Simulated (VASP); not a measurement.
MnHg: single point with r2SCAN

MnHg:

```
Mn Hg
1.0
     6.63000    0.00000    0.00000
     0.00000    3.31500    0.00000
     0.00000    0.00000    3.31500
Mn Hg
2 2
Cartesian
  1.6575 1.6575 1.6575
  4.9725 1.6575 1.6575
  0.0000 0.0000 0.0000
  3.3150 0.0000 0.0000
```

```json
{
  "Program": "VASP 6.6.1",
  "Task": "single point",
  "Functional": "r2SCAN",
  "Potentials or basis": "VASP PAW PBE potentials, release 64 (Mn_pv, Hg)",
  "Cutoff": "520 eV",
  "k mesh": "5 × 10 × 10",
  "Occupations": "fermi-dirac, width 0.05 eV",
  "Spin": "no spin polarisation"
}
```

```json
{
  "Pressure": "-18.0 GPa",
  "Band gap on the k mesh": "zero (bands 25 and 26 overlap by 0.59 eV)"
}
```

Levels at points of the mesh, in eV from the Fermi level:
```tsv
k point	band 22	band 23	band 24	band 25	band 26	band 27	band 28	band 29
(0.00, 0.00, 0.00)	-0.81	-0.53	-0.53	0.12	0.30	0.30	0.30	0.72
(0.00, 0.50, 0.00)	-0.92	-0.57	-0.53	-0.53	0.12	0.20	0.20	0.41
(0.00, 0.50, 0.50)	-0.92	-0.57	0.20	0.20	0.42	0.44	0.44	1.02
```

Wall time 4.2 min on 1 thread of Intel(R) Xeon(R) 6975P-C (Granite Rapids), on a shared host, peak memory 0.29 GiB.

Caveat: the cell stands under tension; the PAW data sets were made with another functional, which shifts forces and pressure a little; spin-orbit coupling is left out, which moves the levels of the heavy elements; the run has no spin polarisation, though such a crystal can be magnetic. Spin polarisation is off, so any magnetic state and its effect on volume and gap are missing.
